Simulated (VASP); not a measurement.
Here is a VASP 6.6.1 calculation.

Contents of INCAR:

```
SYSTEM = PbS
PREC = Accurate ; ENCUT = 520
EDIFF = 1E-7 ; ISMEAR = -1
SIGMA = 0.05 ; LREAL = .False.
LASPH = .True. ; NELM = 80
ALGO = Normal ; ISIF = 2
LWAVE = .False. ; LCHARG = .False.
GGA = PS ; IVDW = 12
NBANDS = 17
```

The input KPOINTS:

```
regular mesh
0
Gamma
  8 8 8
  0 0 0
```

The input POSCAR:

```
PbS
1.0
    2.0613286424      1.1901086466      3.3663933056
   -2.0613286424      1.1901086466      3.3663933056
    0.0000000000     -2.3802172932      3.3663933055
Pb S
1 1
Direct
    0.9779232232      0.9779232232      0.9779232232
    0.4776781068      0.4776781068      0.4776781068
```

Potentials or basis: VASP PAW PBE potentials, release 64 (Pb_d, S).

Run with:

```bash
$ cat potpaw_PBE.64/Pb_d/POTCAR potpaw_PBE.64/S/POTCAR > POTCAR
$ mpirun -np 1 vasp_std > vasp.out
```

(1) Estimate the band gap on the k mesh.

(2) What does it give for the dispersion energy per atom?

(3) Estimate the pressure.

Results:

(1) 0.05 eV, direct.

(2) -0.347 eV.

(3) 0.0 GPa.

Caveat: the PAW data sets were made with another functional, which shifts forces and pressure a little; spin-orbit coupling is left out, which moves the levels of the heavy elements.
